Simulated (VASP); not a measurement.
## As: single point with PBE+D3(BJ)

System: As, a slab with vacuum.

```xyz
2
Lattice="3.5716 0.0000 0.0000 -1.7858 3.1550 0.0000 0.0000 0.0000 28.5742" Properties=species:S:1:pos:R:3 pbc="T T T"
As    0.0000    2.1068   13.5934
As    1.7858    1.0482   14.9809
```

This cell differs from its parent crystal: strain along y +0.020, then relaxed in part.

```yaml
Program: VASP 6.6.1
Task: single point
Functional: PBE
Dispersion: D3(BJ)
Potentials_or_basis: VASP PAW PBE potentials, release 64 (As_d)
Cutoff: 400 eV
k_mesh: 9 × 9 × 1
Occupations: gaussian, width 0.02 eV
Spin: no spin polarisation
```

| Item | Value |
| --- | --- |
| Largest force | 0.027 eV/Å |
| Band gap on the k mesh | 1.52 eV (least direct gap 1.86 eV) |
| Dispersion energy per atom | -0.208 eV |

Forces on the atoms (eV/Å):
```
As   0.000  0.006 -0.026
As   0.000 -0.006  0.026
```

Levels at points of the mesh, in eV from the valence-band top:
| k point | band 13 | band 14 | band 15 | band 16 | band 17 | band 18 |
| --- | --- | --- | --- | --- | --- | --- |
| (0.00, 0.00, 0.00) | -0.58 | -0.16 | 0.00 | 1.86 | 3.38 | 3.51 |

It took 93 s on 1 thread of Intel(R) Xeon(R) Platinum 8488C (Sapphire Rapids), on a shared host, peak memory 0.36 GiB.

Caveat: the cell differs from its parent crystal (strain along y +0.020, then relaxed in part).
